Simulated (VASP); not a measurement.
# KI (Fm-3m) in VASP: a series of runs

KI is run at these levels: PBE; tasks: single point.

All numbers are computed with VASP 6.6.1; they aren't measurements. Logs are shortened: lines on timing, memory, paths and dates and some standing lists are left out, and cuts for length are marked.

**1. The cell of the first run**

Symmetry: Fm-3m, No. 225, cubic system. The conventional cell has a = 7.049 Å, b = 7.049 Å, c = 7.049 Å, α = 90.00°, β = 90.00°, γ = 90.00°. K (site symmetry m-3m) has 6 I at 3.52 Å within 4.6 Å. Within 4.6 Å of I (site symmetry m-3m) lie 6 K at 3.52 Å.

**2. Single point, PBE, non-collinear spin, zero start, spin-orbit coupling**

The input, INCAR:

```
SYSTEM = KI
ALGO     = Normal         ! electronic algorithm
EDIFF    = 1E-7           ! SCF threshold, eV
ENCUT    = 520            ! plane-wave cutoff, eV
GGA      = PE             ! functional
GGA_COMPAT= .FALSE.      
ISIF     = 2              ! what is computed and relaxed
ISMEAR   = 0              ! smearing method
LASPH    = .TRUE.         ! aspherical terms in the spheres
LCHARG   = .TRUE.         ! write CHGCAR
LNONCOLLINEAR= .TRUE.         ! non-collinear magnetism
LORBIT   = 11             ! projections on sites
LORBMOM  = .TRUE.       
LREAL    = .FALSE.        ! projectors in reciprocal space
LSORBIT  = .TRUE.         ! spin-orbit coupling
LVHAR    = .TRUE.       
LWAVE    = .FALSE.        ! write WAVECAR
MAGMOM   = 0 0 0 0 0 0    ! initial moments
NBANDS   = 28             ! bands
NELM     = 150            ! most SCF steps
PREC     = Accurate       ! precision mode
SIGMA    = 0.05           ! smearing width, eV
```

The input, KPOINTS:

```
k-points
0
G
  6 6 6
  0 0 0
```

The input, POSCAR:

```
KI
1.0
    0.0000000000      3.5245498478      3.5245498478
    3.5245498478      0.0000000000      3.5245498478
    3.5245498478      3.5245498478      0.0000000000
K I
1 1
Direct
    0.0000000000      0.0000000000      0.0000000000
    0.5000000000      0.5000000000      0.5000000000
```

Potentials or basis: VASP PAW PBE potentials, release 64 (K_sv, I).

Run with:

```bash
> cat potpaw_PBE.64/K_sv/POTCAR potpaw_PBE.64/I/POTCAR > POTCAR
> mpirun -np 1 vasp_ncl > vasp.out
```

OUTCAR:

```text
SYSTEM = KI
   EDIFF = 1E-7
   ENCUT = 520
   GGA = PE
   ISIF = 2
   ISMEAR = 0
   LASPH = .TRUE.
   LNONCOLLINEAR = .TRUE.
   LORBIT = 11
   LREAL = .FALSE.
   LSORBIT = .TRUE.
   NELM = 150
   PREC = Accurate

 ion  position               nearest neighbor table
   1  0.000  0.000  0.000-   2 3.52   2 3.52   2 3.52   2 3.52   2 3.52   2 3.52
   2  0.500  0.500  0.500-   1 3.52   1 3.52   1 3.52   1 3.52   1 3.52   1 3.52

  LATTYP: Found a face centered cubic cell.
 ALAT       =     7.0490996956

  Lattice vectors:

 A1 = (   0.0000000000,   3.5245498478,   3.5245498478)
 A2 = (   3.5245498478,   0.0000000000,   3.5245498478)
 A3 = (   3.5245498478,   3.5245498478,   0.0000000000)

Analysis of symmetry for initial positions (statically):
=====================================================================
 Subroutine PRICEL returns:
 Original cell was already a primitive cell.

 Routine SETGRP: Setting up the symmetry group for a
 face centered cubic supercell.

 Subroutine GETGRP returns: Found 48 space group operations
 (whereof 48 operations were pure point group operations)
 out of a pool of 48 trial point group operations.

The static configuration has the point symmetry O_h .

Analysis of symmetry for dynamics (positions and initial velocities):
=====================================================================
 Subroutine PRICEL returns:
 Original cell was already a primitive cell.

 Routine SETGRP: Setting up the symmetry group for a
 face centered cubic supercell.

 Subroutine GETGRP returns: Found 48 space group operations
 (whereof 48 operations were pure point group operations)
 out of a pool of 48 trial point group operations.

The dynamic configuration has the point symmetry O_h .

Analysis of structural, dynamic, and magnetic symmetry:
=====================================================================
 Subroutine PRICEL returns:
 Original cell was already a primitive cell.

 Routine SETGRP: Setting up the symmetry group for a
 face centered cubic supercell.

 Subroutine GETGRP returns: Found 48 space group operations
 (whereof 48 operations were pure point group operations)
 out of a pool of 48 trial point group operations.

The overall configuration has the point symmetry O_h .

 Subroutine INISYM returns: Found 48 space group operations
 (whereof 48 operations are pure point group operations),
 and found     1 'primitive' translations

----------------------------------------------------------------------------------------

[... 662 lines left out ...]
    total drift:                                0.000000     -0.000000     -0.000000

  FREE ENERGIE OF THE ION-ELECTRON SYSTEM (eV)
  ---------------------------------------------------
  free  energy   TOTEN  =        -5.6799481295 eV

  energy  without entropy=       -5.6799481295  energy(sigma->0) =       -5.67994813

 orbital moment (x)

 # of ion     p       d       tot
 ----------------------------------------
  1        -0.000  -0.000  -0.000
  2        -0.000   0.000  -0.000
 ----------------------------------------
           -0.000  -0.000  -0.000

 orbital moment (y)

 # of ion     p       d       tot
 ----------------------------------------
  1        -0.000   0.000  -0.000
  2        -0.000  -0.000  -0.000
 ----------------------------------------
           -0.000  -0.000  -0.000

 orbital moment (z)

 # of ion     p       d       tot
 ----------------------------------------
  1         0.000  -0.000  -0.000
  2         0.000  -0.000  -0.000
 ----------------------------------------
            0.000  -0.000  -0.000

 Spin-Orbit-Coupling matrix elements

 Ion:    1  E_soc:     -0.0082324
 l=   1
     0.0000000    -0.0013699    -0.0013699
    -0.0013699     0.0000000    -0.0013699
    -0.0013699    -0.0013699     0.0000000
 l=   2
     0.0000000     0.0000002     0.0000000     0.0000002    -0.0000024
     0.0000002     0.0000000    -0.0000018     0.0000002    -0.0000006
     0.0000000    -0.0000018     0.0000000    -0.0000018     0.0000000
     0.0000002     0.0000002    -0.0000018     0.0000000    -0.0000006
    -0.0000024    -0.0000006     0.0000000    -0.0000006     0.0000000
 l=   3
     0.0000000     0.0000000     0.0000000     0.0000000     0.0000000     0.0000000     0.0000000
     0.0000000     0.0000000     0.0000000     0.0000000     0.0000000     0.0000000     0.0000000
     0.0000000     0.0000000     0.0000000     0.0000000     0.0000000     0.0000000     0.0000000
     0.0000000     0.0000000     0.0000000     0.0000000     0.0000000     0.0000000     0.0000000
     0.0000000     0.0000000     0.0000000     0.0000000     0.0000000     0.0000000     0.0000000
     0.0000000     0.0000000     0.0000000     0.0000000     0.0000000     0.0000000     0.0000000
     0.0000000     0.0000000     0.0000000     0.0000000     0.0000000     0.0000000     0.0000000

 Ion:    2  E_soc:     -0.2464806
 l=   1
     0.0000000    -0.0410767    -0.0410767
    -0.0410767     0.0000000    -0.0410767
    -0.0410767    -0.0410767     0.0000000
 l=   2
     0.0000000    -0.0000010     0.0000000    -0.0000010    -0.0000024
    -0.0000010     0.0000000    -0.0000018    -0.0000010    -0.0000006
     0.0000000    -0.0000018     0.0000000    -0.0000018     0.0000000
    -0.0000010    -0.0000010    -0.0000018     0.0000000    -0.0000006
    -0.0000024    -0.0000006     0.0000000    -0.0000006     0.0000000
 l=   3
     0.0000000     0.0000000     0.0000000     0.0000000     0.0000000     0.0000000     0.0000000
     0.0000000     0.0000000     0.0000000     0.0000000     0.0000000     0.0000000     0.0000000
     0.0000000     0.0000000     0.0000000     0.0000000     0.0000000     0.0000000     0.0000000
     0.0000000     0.0000000     0.0000000     0.0000000     0.0000000     0.0000000     0.0000000
     0.0000000     0.0000000     0.0000000     0.0000000     0.0000000     0.0000000     0.0000000
     0.0000000     0.0000000     0.0000000     0.0000000     0.0000000     0.0000000     0.0000000
     0.0000000     0.0000000     0.0000000     0.0000000     0.0000000     0.0000000     0.0000000

 total charge

# of ion       s       p       d       tot
------------------------------------------
    1        1.958   5.578   0.024   7.560
    2        1.492   2.857   0.001   4.350
--------------------------------------------------
tot          3.450   8.435   0.025  11.910

 magnetization (x)

# of ion       s       p       d       tot
------------------------------------------
    1        0.000  -0.000   0.000  -0.000
    2        0.000  -0.000   0.000  -0.000
--------------------------------------------------
tot          0.000  -0.000   0.000  -0.000

 magnetization (y)

# of ion       s       p       d       tot
------------------------------------------
    1        0.000  -0.000   0.000  -0.000
    2        0.000   0.000   0.000   0.000
--------------------------------------------------
tot          0.000   0.000   0.000   0.000

 magnetization (z)

# of ion       s       p       d       tot
------------------------------------------
    1        0.000   0.000   0.000   0.000
    2        0.000   0.000  -0.000   0.000
--------------------------------------------------
tot          0.000   0.000  -0.000   0.000
```

Wall time 3.1 min (1 thread of Oxide Virtual Turin-like, shared host); peak memory 0.43 GiB.

What came out:

```yaml
Free_energy: -5.6799 eV
Pressure: 0.7 GPa
Net_moment: 0.00 μB per cell
Valence_electrons_inside_the_program's_atomic_spheres: K 7.56; I 4.35
```

Moments on the atoms (μB; x, y, z):
```
K   0.00 0.00 0.00
I   0.00 0.00 0.00
```

**3. Single point, PBE, non-collinear spin, zero start, spin-orbit coupling (45.97 Å³/atom)**

This run uses another cell than the first one, of 45.97 Å³/atom.

The input, INCAR:

```
SYSTEM = KI
PREC     = Accurate       ! precision mode
ENCUT    = 520            ! plane-wave cutoff, eV
EDIFF    = 1E-6           ! SCF threshold, eV
ISMEAR   = 0              ! smearing method
SIGMA    = 0.05           ! smearing width, eV
LREAL    = .False.        ! projectors in reciprocal space
LASPH    = .True.         ! aspherical terms in the spheres
NELM     = 150            ! most SCF steps
ALGO     = Normal         ! electronic algorithm
ISIF     = 2              ! what is computed and relaxed
LWAVE    = .False.        ! write WAVECAR
LCHARG   = .True.         ! write CHGCAR
MAGMOM   = 0 0 0 0 0 0    ! initial moments
LORBIT   = 11             ! projections on sites
LSORBIT  = .True.         ! spin-orbit coupling
GGA_COMPAT= .False.      
LORBMOM  = .True.       
GGA      = PE             ! functional
LVHAR    = .True.       
NBANDS   = 28             ! bands
```

The input, KPOINTS:

```
regular mesh
0
Gamma
  6 6 6
  0 0 0
```

The input, POSCAR:

```
KI
1.0
    0.0000000000      3.5823396247      3.5823396247
    3.5823396247      0.0000000000      3.5823396247
    3.5823396247      3.5823396247      0.0000000000
K I
1 1
Direct
    0.0000000000      0.0000000000      0.0000000000
    0.5000000000      0.5000000000      0.5000000000
```

Potentials or basis: VASP PAW PBE potentials, release 64 (K_sv, I).

Run with:

```bash
> cat potpaw_PBE.64/K_sv/POTCAR potpaw_PBE.64/I/POTCAR > POTCAR
> mpirun -np 1 vasp_ncl > vasp.out
```

Run time: 2.7 min. Hardware: 1 thread of Oxide Virtual Turin-like, shared host; peak memory 0.47 GiB.

The run converged. Its results:

```
Free energy                                           : -5.6914 eV
Pressure                                              : 0.1 GPa
Net moment                                            : 0.00 μB per cell
Valence electrons inside the program's atomic spheres : K 7.55; I 4.34
```

Moments on the atoms (μB; x, y, z):
```
K   0.00 0.00 0.00
I   0.00 0.00 0.00
```
